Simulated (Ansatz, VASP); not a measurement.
# BN: VASP beside Ansatz

```
CELL_PARAMETERS angstrom
0.00000 3.33948 2.16883
1.25384 0.00000 2.16883
1.25384 3.33948 0.00000
ATOMIC_POSITIONS crystal
B 0.00011 0.00011 0.99989
N 0.67812 0.67812 0.32188
```

Change from the starting cell: all N atoms moved +0.050 Å, as atom 2 along Cartesian [0 0 1].

Alike in both runs: task single point; functional PBE; dispersion D3(BJ); k mesh 12 × 12 × 12; occupations gaussian, width 0.05 eV; no spin polarisation.

|  | VASP | Ansatz |
| --- | --- | --- |
| version | VASP 6.6.1 | Ansatz 0.2.0 |
| potentials or method | VASP PAW PBE potentials, release 64 (B, N), cutoff 520 eV | scalar-relativistic, plane waves, PAW |
| valence electrons in the cell | 8 | 8 |

|  | VASP | Ansatz | Ansatz less VASP |
| --- | --- | --- | --- |
| gap on the k mesh at the Fermi level (eV) | 3.27 | 3.28 | +0.008 |
| least direct gap on the mesh (eV) | 4.42 | 4.43 | +0.004 |
| pressure (GPa) | 1.1 | 1.0 | -0.06 |
| traceless stress, the component that is largest in VASP (GPa) | 6.49 | 6.40 | -0.095 |
| rms of the force components (eV/Å) | 1.281 | 1.285 | +0.0040 |

Atom by atom the forces differ by 0.004 eV/Å (rms over components).
